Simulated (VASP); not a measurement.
Here is a VASP 6.6.1 calculation.

The input INCAR:

```
PREC     = Accurate       # precision mode
ENCUT    = 520            # plane-wave cutoff, eV
EDIFF    = 1E-7           # SCF threshold, eV
ISMEAR   = 0              # smearing method
SIGMA    = 0.05           # smearing width, eV
LREAL    = False          # projectors in reciprocal space
LASPH    = True           # aspherical terms in the spheres
NELM     = 80             # most SCF steps
ALGO     = Normal         # electronic algorithm
ISIF     = 2              # what is computed and relaxed
LWAVE    = False          # write WAVECAR
LCHARG   = False          # write CHGCAR
NBANDS   = 17             # bands
```

KPOINTS

```
regular mesh
0
Gamma
  8 8 8
```

The input POSCAR:

```
SnSe
1.0
    0.0000000000      3.0702000000      3.0100000000
    2.9498000000      0.0000000000      3.0100000000
    2.9498000000      3.0702000000      0.0000000000
Sn Se
1 1
Direct
    0.0000000000      0.0000000000      0.0000000000
    0.5000000000      0.5000000000      0.5000000000
```

Potentials or basis: VASP PAW LDA potentials, release 64 (Sn_d, Se).

Launch:

```console
$ cat potpaw_LDA.64/Sn_d/POTCAR potpaw_LDA.64/Se/POTCAR > POTCAR
$ mpirun -np 1 vasp_std > vasp.out
```

Problem. Predict the pressure.

Solution. -3.1 GPa.

Problem. Predict the band gap on the k mesh.

Solution. 0.66 eV, direct.

Stress tensor (GPa, compression positive):
```
-0.82  0.00  0.00
 0.00 -5.22  0.00
 0.00  0.00 -3.29
```

Caveat: the cell differs from its parent crystal (strain -0.0200 x Voigt [1, -1, 0, 0, 0, 0]); spin-orbit coupling is left out, which moves the levels of the heavy elements. A k mesh can miss the band edges.
